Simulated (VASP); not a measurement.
Here is a VASP 6.6.1 calculation.

The input INCAR:

```
PREC = Accurate
ENCUT = 520
EDIFF = 1E-6
ISMEAR = -1
SIGMA = 0.05
LREAL = F
LASPH = T
NELM = 100
ALGO = Normal
ISIF = 2
LWAVE = F
LCHARG = F
GGA = PS
NBANDS = 35
```

File KPOINTS:

```
Automatic mesh
0
Gamma
  6 6 6
```

POSCAR

```
RuS2
1.0
   -2.4729904043      2.4738453537      5.0620567713
    2.4758188379     -2.4744700640      5.0633728740
    2.4726337976      2.4741198804     -5.0622139706
Ru S
2 4
Direct
   -0.0024038275     -0.0107129568     -0.0097791083
    0.7475483394      0.2391459778      0.4900821244
    0.3726638808      0.3713479860      0.4976261721
    1.1295111633      0.6142980604      0.9972077669
    0.6151774337      0.1141069964     -0.0172995541
    0.8727252344     -0.1428921860      0.4830164979
```

Potentials or basis: VASP PAW PBE potentials, release 64 (Ru_pv, S).

Command:

```sh
$ cat potpaw_PBE.64/Ru_pv/POTCAR potpaw_PBE.64/S/POTCAR > POTCAR
$ mpirun -np 1 vasp_std > vasp.out
```

(1) What does it give for the largest force?

(2) Estimate the band gap on the k mesh.

(3) Predict the pressure.

Answers

(1) 0.005 eV/Å.

(2) zero (bands 26 and 27 overlap by 0.47 eV).

(3) -0.2 GPa.

Caveat: the PAW data sets were made with another functional, which shifts forces and pressure a little.
